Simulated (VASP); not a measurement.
A run of VASP 6.6.1:

File INCAR:

```
PREC     = Accurate       # precision mode
ENCUT    = 520            # plane-wave cutoff, eV
EDIFF    = 1E-6           # SCF threshold, eV
ISMEAR   = 1              # smearing method
SIGMA    = 0.05           # smearing width, eV
LREAL    = False          # projectors in reciprocal space
LASPH    = True           # aspherical terms in the spheres
NELM     = 80             # most SCF steps
ALGO     = Normal         # electronic algorithm
ISIF     = 2              # what is computed and relaxed
LWAVE    = False          # write WAVECAR
LCHARG   = False          # write CHGCAR
GGA      = PE             # functional
NBANDS   = 36             # bands
```

File KPOINTS:

```
regular mesh
0
Gamma
  9 9 4
```

File POSCAR:

```
Ti3PO2
1.0
    3.1724100000      0.0000000000      0.0000000000
   -1.5862050000      2.7473880000      0.0000000000
    0.0000000000      0.0000000000      8.0228210000
Ti P O
3 1 2
Direct
    0.3333333333      0.6666666667      0.7067560000
    0.6666666667      0.3333333333      0.2932440000
    0.0000000000      0.0000000000      0.0000000000
    0.0000000000      0.0000000000      0.5000000000
    0.3333333333      0.6666666667      0.1422570000
    0.6666666667      0.3333333333      0.8577430000
```

Potentials or basis: VASP PAW PBE potentials, release 64 (Ti_sv, P, O).

The run is started by

```console
$ cat potpaw_PBE.64/Ti_sv/POTCAR potpaw_PBE.64/P/POTCAR potpaw_PBE.64/O/POTCAR > POTCAR
$ mpirun -np 1 vasp_std > vasp.out
```

Hardware: 1 thread of Intel(R) Xeon(R) Platinum 8259CL CPU @ 2.50GHz (Skylake/Cascade Lake), with other jobs on the host.

Task: How long does it take, and how much memory?

Result: It took 110 s on 1 thread of Intel(R) Xeon(R) Platinum 8259CL CPU @ 2.50GHz (Skylake/Cascade Lake), with other jobs on the host, peak memory 0.23 GiB. Counts: scf iterations 17, k points 43.
